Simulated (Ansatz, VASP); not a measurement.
# BaTiO3 in VASP and in Ansatz

POSCAR

```
BaTiO3
1.0
    3.9940964053      0.0000000000      0.0000000000
    0.0000000000      3.9940964053      0.0000000000
    0.0000000000      0.0000000000      3.9940964053
Ba Ti O
1 1 3
Direct
    0.0000000000      0.0000000000      0.0000000000
    0.5000000000      0.5000000000      0.5000000000
    0.5000000000      0.0000000000      0.5000000000
    0.5000000000      0.5000000000      0.0000000000
    0.0000000000      0.5000000000      0.5000000000
```

The input INCAR.step1:

```
ALGO = Normal
EDIFF = 1E-5
ENCUT = 1480
GGA = PE
GGA_COMPAT = False
ISMEAR = 0
LASPH = True
LCHARG = False
LREAL = False
LWAVE = True
NBANDS = 28
NELM = 120
PREC = Accurate
SIGMA = 0.01
```

INCAR.step2

```
ALGO = Normal
EDIFF = 1E-6
ENCUT = 1480
GGA_COMPAT = False
ISIF = 2
ISMEAR = 0
ISTART = 1
LASPH = True
LCHARG = False
LMIXTAU = True
LREAL = False
LWAVE = False
METAGGA = R2SCAN
NBANDS = 28
NELM = 120
PREC = Accurate
SIGMA = 0.01
```

KPOINTS

```
k-points
0
Gamma
  6 6 6
```

Input for Ansatz:

```yaml
crystal:
  lattice:
    - [3.9940964053, 0.0, 0.0]
    - [0.0, 3.9940964053, 0.0]
    - [0.0, 0.0, 3.9940964053]
  atoms:
    - { symbol: Ba, position: [0.0, 0.0, 0.0] }
    - { symbol: Ti, position: [0.5, 0.5, 0.5] }
    - { symbol: O, position: [0.5, 0.0, 0.5] }
    - { symbol: O, position: [0.5, 0.5, 0.0] }
    - { symbol: O, position: [0.0, 0.5, 0.5] }
kpoints:
  mp_grid: { grid: [6, 6, 6] }
  band_path:
    path: [[0.0, 0.0, 0.0], [0.0, 0.5, 0.0], [0.5, 0.5, 0.0], [0.5, 0.5, 0.5]]
    npoints: 1
hamiltonian:
  xc: r2scan
scf:
  occupations: { method: fixed }
  n_extra_bands: 5
output:
  forces: true
  stress: true
  eigenvalues: true
```

Alike in both runs: task single point; functional r2SCAN; k mesh 6 × 6 × 6; no spin polarisation.

```csv
,VASP,Ansatz
version,VASP 6.6.1,Ansatz 0.2.0
potentials or method,"VASP PAW PBE potentials, release 64 (Ba_sv, Ti_sv, O_h)","plane waves, PAW"
plane-wave cutoff (eV),1480,500
occupations,"gaussian, width 0.01 eV",fixed
valence electrons in the cell,40,40
```

VASP gave:

* gap on the k mesh at the Fermi level (eV): 2.16
* pressure (GPa): 1.7

Question: What did Ansatz give for the same quantities?

Answer: gap on the k mesh at the Fermi level (eV): 2.17; pressure (GPa): 0.0.

VASP's potentials were made for PBE, not for r2SCAN.

Spin-orbit coupling is off throughout.
